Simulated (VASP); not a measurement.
# InSb: single point with PBE

The system is InSb, a slab with vacuum.

```
In Sb
1.0
     9.16156    0.00000    0.00000
     4.58078    7.93414    0.00000
     0.00000    0.00000   15.67524
In Sb
8 8
Direct
  0.00000 0.00000 0.06379
  0.99999 0.50000 0.06379
  0.50000 0.00000 0.06379
  0.50000 0.50000 0.06379
  0.51847 0.74323 0.34737
  0.51811 0.12826 0.30363
  0.12059 0.63527 0.33014
  0.92614 0.16382 0.27422
  0.18579 0.19536 0.16457
  0.09890 0.69853 0.14807
  0.68050 0.11485 0.15347
  0.69573 0.66700 0.16758
  0.74873 0.85740 0.39125
  0.57427 0.45918 0.27646
  0.16948 0.90276 0.40553
  0.16973 0.28738 0.34926
```

```yaml
Program: VASP 6.6.1
Task: single point
Functional: PBE
Potentials_or_basis: VASP PAW PBE potentials, release 64 (In_d, Sb)
Cutoff: 520 eV
k_mesh: 2 × 2 × 1
Occupations: fermi-dirac, width 0.15 eV
Spin: no spin polarisation
```

```json
{
  "Largest force": "1.900 eV/Å",
  "Band gap on the k mesh": "zero (filled and empty bands touch)"
}
```

Forces in eV/Å, atoms in the order of the input:
```
In   0.723  0.815 -0.511
In  -0.499 -0.505 -0.328
In  -0.811 -0.593 -0.570
In  -0.092  0.032  0.490
In   0.475  1.654  0.806
In  -0.544  0.645  0.375
In  -0.246  0.095  0.033
In   0.195 -0.363  0.238
Sb  -0.584 -0.067  0.198
Sb   0.741 -0.362  0.570
Sb   0.785  0.487 -0.302
Sb  -0.475  0.063  0.171
Sb   0.186 -0.917  0.377
Sb  -0.123 -1.323 -1.114
Sb  -0.186  0.097 -0.229
Sb   0.454  0.242 -0.206
```

Levels at points of the mesh, in eV from the Fermi level:
```csv
k point,band 69,band 70,band 71,band 72,band 73,band 74,band 75,band 76
"(0.00, 0.00, 0.00)",-0.52,-0.39,-0.26,-0.02,0.12,0.27,0.47,0.57
"(0.50, 0.00, 0.00)",-0.61,-0.55,-0.33,-0.23,0.07,0.55,0.75,0.96
"(0.50, 0.50, 0.00)",-0.69,-0.61,-0.24,-0.04,0.03,0.47,0.84,1.09
"(0.00, 0.50, 0.00)",-0.66,-0.47,-0.33,-0.27,-0.02,0.54,0.72,1.07
```

Run time: 13 min on 1 thread of Intel(R) Xeon(R) Platinum 8488C (Sapphire Rapids) (shared host), peak memory 1.1 GiB.

Caveat: the k points lie up to 0.40 Å⁻¹ apart; there is no dipole correction, which matters where the two faces differ; spin-orbit coupling is left out, which moves the levels of the heavy elements.
